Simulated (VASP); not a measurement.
# CuPt (R-3m) in VASP: notebook

Runs on CuPt. Level: LDA. Tasks: single point.

Program: VASP 6.6.1. These are calculated values, not measurements. Logs are shortened: lines on timing, memory, paths and dates and some standing lists are left out, and cuts for length are marked.

### Step 1. The cell of the first run

Symmetry: R-3m, No. 166, trigonal system. The conventional cell has a = 2.725 Å, b = 2.725 Å, c = 12.733 Å, α = 90.00°, β = 90.00°, γ = 120.00°. Within 3.5 Å of Cu (site symmetry -3m) lie 6 Pt at 2.64 Å and 6 Cu at 2.72 Å. Pt (site symmetry -3m) has 6 Cu at 2.64 Å and 6 Pt at 2.72 Å within 3.5 Å.

### Step 2. Single point, LDA, collinear spin, ferromagnetic start

File INCAR:

```
SYSTEM = CuPt
PREC     = Accurate       ! precision mode
ENCUT    = 520            ! plane-wave cutoff, eV
EDIFF    = 1E-6           ! SCF threshold, eV
ISMEAR   = -1             ! smearing method
SIGMA    = 0.1            ! smearing width, eV
LREAL    = .FALSE.        ! projectors in reciprocal space
LASPH    = .TRUE.         ! aspherical terms in the spheres
NELM     = 150            ! most SCF steps
ALGO     = Normal         ! electronic algorithm
ISIF     = 2              ! what is computed and relaxed
LWAVE    = .FALSE.        ! write WAVECAR
LCHARG   = .FALSE.        ! write CHGCAR
ISPIN    = 2              ! spin polarisation
MAGMOM   = 0.4 0.4        ! initial moments
LORBIT   = 11             ! projections on sites
NUPDOWN  = 0.8            ! fixed moment
LMAXMIX  = 4              ! l up to which the mixer works
GGA      = CA             ! functional
NBANDS   = 22             ! bands
```

File KPOINTS:

```
Automatic mesh
0
G
  14 14 14
  0 0 0
```

File POSCAR:

```
CuPt
1.0
    1.3622969706      0.7865225227      4.2444549900
   -1.3622969706      0.7865225227      4.2444549900
    0.0000000000     -1.5730450454      4.2444549900
Cu Pt
1 1
Direct
    0.0000000000      0.0000000000      0.0000000000
    0.5000000000      0.5000000000      0.5000000000
```

Potentials or basis: VASP PAW LDA potentials, release 64 (Cu, Pt).

Run with:

```sh
> cat potpaw_LDA.64/Cu/POTCAR potpaw_LDA.64/Pt/POTCAR > POTCAR
> mpirun -np 1 vasp_std > vasp.out
```

OUTCAR:

```text
SYSTEM = CuPt
   PREC = Accurate
   ENCUT = 520
   EDIFF = 1E-6
   ISMEAR = -1
   LREAL = .FALSE.
   LASPH = .TRUE.
   NELM = 150
   ISIF = 2
   ISPIN = 2
   LORBIT = 11
   NUPDOWN = 0.8
   GGA = CA

 ion  position               nearest neighbor table
   1  0.000  0.000  0.000-   2 2.64   2 2.64   2 2.64   2 2.64   2 2.64   2 2.64
   2  0.500  0.500  0.500-   1 2.64   1 2.64   1 2.64   1 2.64   1 2.64   1 2.64

  LATTYP: Found a trigonal (rhomboedric) cell.
 ALAT       =     4.5265736354
 COS(alpha) =     0.8188516435

  Lattice vectors:

 A1 = (   1.3622969706,   0.7865225227,   4.2444549900)
 A2 = (  -1.3622969706,   0.7865225227,   4.2444549900)
 A3 = (   0.0000000000,  -1.5730450454,   4.2444549900)

Analysis of symmetry for initial positions (statically):
=====================================================================
 Subroutine PRICEL returns:
 Original cell was already a primitive cell.

 Routine SETGRP: Setting up the symmetry group for a
 trigonal (rhombohedral) supercell.

 Subroutine GETGRP returns: Found 12 space group operations
 (whereof 12 operations were pure point group operations)
 out of a pool of 12 trial point group operations.

The static configuration has the point symmetry D_3d.

Analysis of symmetry for dynamics (positions and initial velocities):
=====================================================================
 Subroutine PRICEL returns:
 Original cell was already a primitive cell.

 Routine SETGRP: Setting up the symmetry group for a
 trigonal (rhombohedral) supercell.

 Subroutine GETGRP returns: Found 12 space group operations
 (whereof 12 operations were pure point group operations)
 out of a pool of 12 trial point group operations.

The dynamic configuration has the point symmetry D_3d.

Analysis of structural, dynamic, and magnetic symmetry:
=====================================================================
 Subroutine PRICEL returns:
 Original cell was already a primitive cell.

 Routine SETGRP: Setting up the symmetry group for a
 trigonal (rhombohedral) supercell.

 Subroutine GETGRP returns: Found 12 space group operations
 (whereof 12 operations were pure point group operations)
 out of a pool of 12 trial point group operations.

The overall configuration has the point symmetry D_3d.

 Subroutine INISYM returns: Found 12 space group operations
 (whereof 12 operations are pure point group operations),
 and found     1 'primitive' translations

----------------------------------------------------------------------------------------

                                     Primitive cell

  volume of cell :      27.2870

  direct lattice vectors                    reciprocal lattice vectors
     1.362296971  0.786522523  4.244454990     0.367027169  0.211903235  0.078533836
    -1.362296971  0.786522523  4.244454990    -0.367027169  0.211903235  0.078533836
     0.000000000 -1.573045045  4.244454990     0.000000000 -0.423806469  0.078533836

  length of vectors
     4.526573635  4.526573635  4.526573635     0.431021446  0.431021446  0.431021446

  position of ions in fractional coordinates (direct lattice)
     0.000000000  0.000000000  0.000000000
     0.500000000  0.500000000  0.500000000

  ion indices of the primitive-cell ions
   primitive index   ion index
                 1           1
                 2           2

----------------------------------------------------------------------------------------

 KPOINTS: Automatic mesh

Automatic generation of k-mesh.
 Grid dimensions read from file:
 generate k-points for:   14   14   14

 Generating k-lattice:

  Cartesian coordinates                     Fractional coordinates (reciprocal lattice)
     0.026216226  0.015135945  0.005609560     0.071428571  0.000000000 -0.000000000
    -0.026216226  0.015135945  0.005609560     0.000000000  0.071428571 -0.000000000
     0.000000000 -0.030271891  0.005609560    -0.000000000 -0.000000000  0.071428571

  Length of vectors
     0.030787246  0.030787246  0.030787246

  Shift w.r.t. Gamma in fractional coordinates (k-lattice)
     0.000000000  0.000000000  0.000000000

 Subroutine IBZKPT returns following result:
 ===========================================

 Found    288 irreducible k-points:

 Following reciprocal coordinates:
            Coordinates               Weight
  0.000000  0.000000  0.000000      1.000000
  0.071429  0.000000  0.000000      6.000000
  0.142857 -0.000000  0.000000      6.000000
  0.214286  0.000000  0.000000      6.000000
  0.285714  0.000000  0.000000      6.000000
  0.357143  0.000000 -0.000000      6.000000
[... 16 lines left out ...]
  0.214286  0.142857 -0.000000     12.000000
  0.285714  0.142857  0.000000     12.000000
 [... further k-points ...]
   k-points           NKPTS =    288   k-points in BZ     NKDIM =    288   number of bands    NBANDS=     22
   number of dos      NEDOS =    301   number of ions     NIONS =      2
   total plane-waves  NPLWV =  46656
   dimension x,y,z NGX =    36 NGY =   36 NGZ =   36
   dimension x,y,z NGXF=    72 NGYF=   72 NGZF=   72
   ions per type =               1   1
   NGX,Y,Z   is equivalent  to a cutoff of  13.22, 13.22, 13.22 a.u.
   NGXF,Y,Z  is equivalent  to a cutoff of  26.44, 26.44, 26.44 a.u.
 SYSTEM =  CuPt
   PREC   = accura    normal or accurate (medium, high low for compatibility)
   ISTART =      0    job   : 0-new  1-cont  2-samecut
   ICHARG =      2    charge: 1-file 2-atom 10-const
   ISPIN  =      2    spin polarized calculation?
   LNONCOLLINEAR =      F non collinear calculations
   LSORBIT =      F    spin-orbit coupling
   LASPH  =      T    aspherical Exc in radial PAW
   ENCUT  =  520.0 eV  38.22 Ry    6.18 a.u.   8.42  8.42  8.42*2*pi/ulx,y,z
   NELM   =    150;   NELMIN=  2; NELMDL= -5     # of ELM steps
   EDIFF  = 0.1E-05   stopping-criterion for ELM
   LREAL  =      F    real-space projection
   EDIFFG = 0.1E-04   stopping-criterion for IOM
   NSW    =      0    number of steps for IOM
   IBRION =     -1    ionic relax: 0-MD 1-quasi-New 2-CG
   NFREE  =      0    steps in history (QN), initial steepest desc. (CG)
   ISIF   =      2    stress and relaxation
   ISYM   =      2    0-nonsym 1-usesym 2-fastsym
   POTIM  = 0.5000    time-step for ionic-motion
   TEBEG  =    0.0;   TEEND  =   0.0 temperature during run
   PSTRESS=    0.0 pullay stress
   NELECT =      21.0000    total number of electrons
   NUPDOWN=       0.8000    fix difference up-down
   EMIN   =  10.00;   EMAX   =-10.00  energy-range for DOS
   EFERMI =   0.00;   METHOD = LEGACY
   ISMEAR =    -1;   SIGMA  =   0.10  broadening in eV -4-tet -1-fermi 0-gaus
   EFERMI_NEDOS =   21; number of points for ismear=-14 and -15
   IALGO  =     38    algorithm
   IMIX   =      4    mixing-type and parameters
     AMIX     =   0.40;   BMIX     =  1.00
     AMIX_MAG =   1.60;   BMIX_MAG =  1.00
  volume/ion in A,a.u.               =      13.64        92.07
  Fermi-wavevector in a.u.,A,eV,Ry     =   1.500246  2.835054 30.623161  2.250739
  Thomas-Fermi vector in A             =   2.611771
   LORBIT       =     11    0 simple, 1 ext, 2 COOP (PROOUT), +10 PAW based schemes
   GGA     = CA    functional components
   LHFCALC =     F    Hartree Fock is set to
   AEXX    =    0.0000 exact exchange contribution
   IVDW    =     0    specifies the selected vdW correction
   LEPSILON=     F    determine dielectric tensor
   LRPA    =     F    only Hartree local field effects (RPA)
 spin polarized calculation
  energy-cutoff  :      520.00
  volume of cell :       27.29
 maximum number of plane-waves:       747
 NGX is ok and might be reduce to    36
   NGX = 17   NGY = 17   NGZ = 17

 number of electron      21.0000001 magnetization       0.8000000

 Free energy of the ion-electron system (eV)
  ---------------------------------------------------
  ext. energy  EPLUGINS =         0.00000000
  ---------------------------------------------------
  free energy    TOTEN  =       -12.22096985 eV

  energy without entropy =      -12.17363223  energy(sigma->0) =      -12.19730104

 E-fermi :   8.6745     XC(G=0): -13.3267

 val. band max:       10.0323737551   @ k =  -0.4286   0.5000   0.1429
 cond. band min:       8.6774218315   @ k =   0.5000   0.5000  -0.0000
 fundamental gap:     -1.3549519235
 Fermi energy:        10.0474704051

 spin component 1

 k-point     1 :       0.0000    0.0000    0.0000
  band No.  band energies     occupation
      1      -0.6286      1.00000
      2       2.7631      1.00000
      3       5.2281      1.00000
      4       5.2281      1.00000
      5       6.1009      1.00000
      6       6.1009      1.00000
[... 14 lines left out ...]
     21      33.3531      0.00000
     22      33.4080      0.00000
[... 552 lines left out ...]
  band No.  band energies     occupation
      1       1.4740      1.00000
      2       3.9782      1.00000
      3       4.4104      1.00000
      4       4.9866      1.00000
      5       6.0117      1.00000
      6       6.1033      1.00000
[... 14 lines left out ...]
     21      34.0752      0.00000
     22      35.9327      0.00000

 [... further k-points ...]

 spin component 2

 k-point     1 :       0.0000    0.0000    0.0000
  band No.  band energies     occupation
      1      -0.4866      1.00000
      2       2.9809      1.00000
      3       5.5390      1.00000
      4       5.5390      1.00000
      5       6.2870      1.00000
      6       6.2870      1.00000
[... 14 lines left out ...]
     21      33.4691      0.00000
     22      33.5316      0.00000
[... 552 lines left out ...]
  band No.  band energies     occupation
      1       1.6140      1.00000
      2       4.2069      1.00000
      3       4.7137      1.00000
      4       5.2038      1.00000
      5       6.2217      1.00000
      6       6.2970      1.00000
[... 14 lines left out ...]
     21      34.2128      0.00000
     22      36.0841      0.00000

 [... further k-points ...]
[... 5 lines left out ...]
  --------------------------------------------------------------------------------------
  -------------------------------------------------------------------------------------
  Total       -1.1125852     -1.1125852     -1.2259834      0.0000000     -0.0000000      0.0000000
  in kB      -65.3262481    -65.3262481    -71.9845064      0.0000000     -0.0000000      0.0000000
  external PRESSURE =     -67.5456675 kB  Pullay stress =       0.0000000 kB

 VOLUME and BASIS-vectors are now :
 -----------------------------------------------------------------------------
  energy-cutoff  :      520.00
  volume of cell :       27.29
      direct lattice vectors                 reciprocal lattice vectors
     1.362296971  0.786522523  4.244454990     0.367027169  0.211903235  0.078533836
    -1.362296971  0.786522523  4.244454990    -0.367027169  0.211903235  0.078533836
     0.000000000 -1.573045045  4.244454990     0.000000000 -0.423806469  0.078533836

 POSITION                                       TOTAL-FORCE (eV/Angst)
 -----------------------------------------------------------------------------------
      0.00000      0.00000      0.00000         0.000000      0.000000      0.000000
      0.00000      0.00000      6.36668         0.000000     -0.000000     -0.000000
 -----------------------------------------------------------------------------------
    total drift:                                0.000000      0.000000      0.000000

  FREE ENERGIE OF THE ION-ELECTRON SYSTEM (eV)
  ---------------------------------------------------
  free  energy   TOTEN  =       -12.2209698532 eV

  energy  without entropy=      -12.1736322281  energy(sigma->0) =      -12.19730104

 total charge

# of ion       s       p       d       tot
------------------------------------------
    1        0.415   0.368   9.183   9.965
    2        0.686   0.630   8.053   9.369
--------------------------------------------------
tot          1.101   0.998  17.236  19.334

 magnetization (x)

# of ion       s       p       d       tot
------------------------------------------
    1        0.017   0.017   0.161   0.195
    2        0.011   0.041   0.512   0.564
--------------------------------------------------
tot          0.028   0.058   0.672   0.758
```

It took 16 min on 1 thread of Oxide Virtual Turin-like, shared host; peak memory 0.36 GiB.

What came out:

- Free energy: -12.2210 eV
- Pressure: -6.8 GPa
- Net moment: 0.80 μB per cell
- Site moments: Cu +0.20; Pt +0.56 μB
- Valence electrons inside the program's atomic spheres: Cu 9.96; Pt 9.37

Stress tensor (GPa, compression positive):
```
-6.53  0.00  0.00
 0.00 -6.53  0.00
 0.00  0.00 -7.20
```

Caveat: spin-orbit coupling is left out, which moves the levels of the heavy elements; the total moment is fixed, so each spin has its own Fermi level.

(Part 1 of 2 ends here.)
